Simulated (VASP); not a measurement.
Here is a VASP 6.6.1 calculation.

File INCAR:

```
ALGO = Normal ; EDIFF = 1E-6
EDIFFG = -0.002 ; ENCUT = 600
GGA = CA ; IBRION = 2
ISIF = 3 ; ISMEAR = -1
LASPH = T ; LCHARG = F
LREAL = F ; LWAVE = F
NELM = 80 ; NSW = 100
PREC = Accurate ; PSTRESS = 150.0
SIGMA = 0.1
```

Contents of KPOINTS:

```
k-points
0
Gamma
  16 16 8
```

The input POSCAR:

```
Y
1.0
    3.5389878080      0.0000000000      0.0000000000
   -1.7694939040      3.0648533454      0.0000000000
    0.0000000000      0.0000000000      5.5305575682
Y
2
Direct
    0.3333333333      0.6666666667      0.2500000000
    0.6666666667      0.3333333333      0.7500000000
```

Potentials or basis: VASP PAW LDA potentials, release 64 (Y_sv).

The run is started by

```console
$ cat potpaw_LDA.64/Y_sv/POTCAR > POTCAR
$ mpirun -np 1 vasp_std > vasp.out
```

(1) Predict the relaxed volume.

(2) What does it give for the relaxed cell?

Answers

(1) 23.57 Å³/atom.

(2) a = 3.241 Å, b = 3.241 Å, c = 5.183 Å, α = 90.00°, β = 90.00°, γ = 120.00°.

Caveat: the cell is relaxed towards a set pressure, so the run minimises the enthalpy, not the energy; the volume moved by over 15 % at a fixed basis, so the end points are rough.
